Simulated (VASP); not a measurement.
Write the native input for VASP 6.6.1 that does the following.

```
Task                   : single point
Functional             : PBE
Potentials or basis    : VASP PAW PBE potentials, release 64 (Mo_sv, Si)
Cutoff                 : 520 eV
k mesh                 : 12 × 12 × 12
Occupations            : fermi-dirac, width 0.05 eV
Spin                   : no spin polarisation
Dipole correction      : no
Further INCAR settings : ALGO = Normal; EDIFF = 1e-07; NBANDS = 18
```

The structure of Si2Mo lies in POSCAR:

```
Si2Mo
1.0
   -1.5783757276      1.5783757276      3.8773786233
    1.5783757276     -1.5783757276      3.8773786233
    1.5783757276      1.5783757276     -3.8773786233
Mo Si
1 2
Direct
    0.0000000000      0.0000000000      0.0000000000
    0.6670000000      0.6670000000      0.0000000000
    0.3330000000      0.3330000000      0.0000000000
```

The input as run:

INCAR

```
PREC = Accurate
ENCUT = 520
EDIFF = 1E-7
ISMEAR = -1
SIGMA = 0.05
LREAL = False
LASPH = True
NELM = 80
ALGO = Normal
ISIF = 2
LWAVE = False
LCHARG = False
GGA = PE
NBANDS = 18
```

KPOINTS

```
Automatic mesh
0
Gamma
  12 12 12
```

Potentials or basis: VASP PAW PBE potentials, release 64 (Mo_sv, Si).

The run is started by

```bash
$ cat potpaw_PBE.64/Mo_sv/POTCAR potpaw_PBE.64/Si/POTCAR > POTCAR
$ mpirun -np 1 vasp_std > vasp.out
```

Results of the run:

| Quantity | Value |
| --- | --- |
| Pressure | 12.2 GPa |
| Largest force | 0.207 eV/Å |
| Band gap on the k mesh | zero (bands 11 and 12 overlap by 1.06 eV) |

Caveat: the cell stands under pressure.

Run time: 110 s on 1 thread of AMD EPYC 9R45 96-Core Processor (Zen 5), on a shared host, peak memory 0.24 GiB.
